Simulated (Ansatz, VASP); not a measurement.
This is a calculation of Mg3Te for Ansatz 0.2.0.

input.yaml

```yaml
crystal:
  lattice:
    - [-2.0956873375, 2.0956873375, 5.1746518643]
    - [2.0956873375, -2.0956873375, 5.1746518643]
    - [2.0956873375, 2.0956873375, -5.1746518643]
  atoms:
    - { symbol: Te, position: [0.0, 0.0, 0.0] }
    - { symbol: Mg, position: [0.25, 0.75, 0.5] }
    - { symbol: Mg, position: [0.75, 0.25, 0.5] }
    - { symbol: Mg, position: [0.5, 0.5, 0.0] }
kpoints:
  mp_grid: { grid: [9, 9, 9] }
scf:
  occupations: { method: fermi_dirac, width: 0.05 }
hamiltonian:
  xc: lda
  pseudopotentials: { kind: all_electron, lapw: { basis_error: 0.002 } }
output:
  forces: true
  stress: true
  eigenvalues: true
```

Potentials or basis: all-electron LAPW, scalar-relativistic.

The run is started by

```console
$ ansatz run input.yaml --threads 2 --pin off --max-ram 8192MiB --backend cpu --events-out ev --progress --plain --runs-dir out
```

Question: Set up the same calculation for VASP 6.6.1. Potentials there: VASP PAW LDA potentials, release 64 (Te, Mg).

Answer: As run (the cutoff follows the program's own potentials):

The input INCAR:

```
  PREC = Accurate
  ENCUT = 520
  EDIFF = 1E-6
  ISMEAR = -1
  SIGMA = 0.05
  LREAL = F
  LASPH = T
  NELM = 60
  ALGO = Fast
  ISIF = 2
  LWAVE = F
  LCHARG = T
  LELF = T
  LVHAR = T
  NBANDS = 14
```

File KPOINTS:

```
Automatic mesh
0
Gamma
  9 9 9
```

Contents of POSCAR:

```
Mg3Te
1.0
   -2.0956873375      2.0956873375      5.1746518643
    2.0956873375     -2.0956873375      5.1746518643
    2.0956873375      2.0956873375     -5.1746518643
Te Mg
1 3
Direct
    0.0000000000      0.0000000000      0.0000000000
    0.2500000000      0.7500000000      0.5000000000
    0.7500000000      0.2500000000      0.5000000000
    0.5000000000      0.5000000000      0.0000000000
```

Potentials or basis: VASP PAW LDA potentials, release 64 (Te, Mg).

Command:

```bash
$ cat potpaw_LDA.64/Te/POTCAR potpaw_LDA.64/Mg/POTCAR > POTCAR
$ mpirun -np 1 vasp_std > vasp.out
```

Both were run:

|  | VASP | Ansatz | Ansatz less VASP |
| --- | --- | --- | --- |
| gap on the k mesh at the Fermi level (eV) | none | none | - |
| pressure (GPa) | -0.3 | 0.0 | +0.34 |
| traceless stress, the component that is largest in VASP (GPa) | -0.35 | -0.29 | +0.060 |

LDA's correlation is that of Perdew and Zunger in VASP and of Perdew and Wang (1992) in Ansatz. A gap of «none» marks a metal or a gap that the smearing closes. Ansatz ran all-electron here, and VASP with PAW potentials.

Neither program's run includes spin-orbit coupling.
